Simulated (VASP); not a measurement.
# Zr: relaxation of shape and atoms at fixed volume with LDA

The system is Zr.

```
Zr
1.0
     3.03409    0.00000    0.00000
    -1.51705    2.62760    0.00000
     0.00000    0.00000    4.92056
Zr
2
Cartesian
  0.0000 1.7517 1.2301
  1.5170 0.8759 3.6904
```

```
Program                : VASP 6.6.1
Task                   : relaxation of shape and atoms at fixed volume
Functional             : LDA
Potentials or basis    : VASP PAW LDA potentials, release 64 (Zr_sv)
Cutoff                 : 600 eV
k mesh                 : 14 × 14 × 8
Occupations            : fermi-dirac, width 0.1 eV
Spin                   : no spin polarisation
Dipole correction      : no
Further INCAR settings : ALGO = Normal; EDIFF = 1e-07; IBRION = 2; EDIFFG = -0.005; NSW = 50; ISIF = 4
```

The energy gained by relaxing is 2.2 meV/atom, the ionic steps are 3 and the pressure after relaxing is 12.6 GPa. The band gap on the k mesh is zero (bands 12 and 13 overlap by 1.37 eV).

Step by step:
```
step  energy change (eV)  largest force (eV/Å)  pressure (GPa)  volume (Å³)
   1              0.0000                0.0000           13.00        39.23
   2             -0.0034                0.0000           12.81        39.23
   3             -0.0044                0.0000           12.63        39.23
```

Final structure:
```xyz
2
Lattice="3.0092 0.0000 0.0000 -1.5046 2.6060 0.0000 0.0000 0.0000 5.0024" Properties=species:S:1:pos:R:3 pbc="T T T"
Zr    0.0000    1.7373    1.2506
Zr    1.5046    0.8687    3.7518
```

Levels at points of the mesh, in eV from the Fermi level:
| k point | band 9 | band 10 | band 11 | band 12 | band 13 | band 14 | band 15 | band 16 |
| --- | --- | --- | --- | --- | --- | --- | --- | --- |
| (0.00, 0.00, 0.00) | -5.80 | -3.44 | 0.65 | 0.97 | 0.97 | 1.72 | 1.72 | 1.74 |
| (0.50, 0.00, 0.00) | -3.19 | -2.73 | -2.72 | 0.52 | 0.76 | 0.79 | 1.60 | 6.31 |
| (0.00, 0.00, 0.50) | -3.98 | -3.98 | -0.11 | -0.11 | 0.94 | 0.94 | 0.94 | 0.94 |
| (0.50, 0.00, 0.50) | -3.39 | -3.39 | -1.54 | -1.54 | 2.54 | 2.54 | 2.76 | 2.76 |

Run time: 3.6 min on 1 thread of AMD EPYC 7R13 (shared host), peak memory 0.17 GiB.
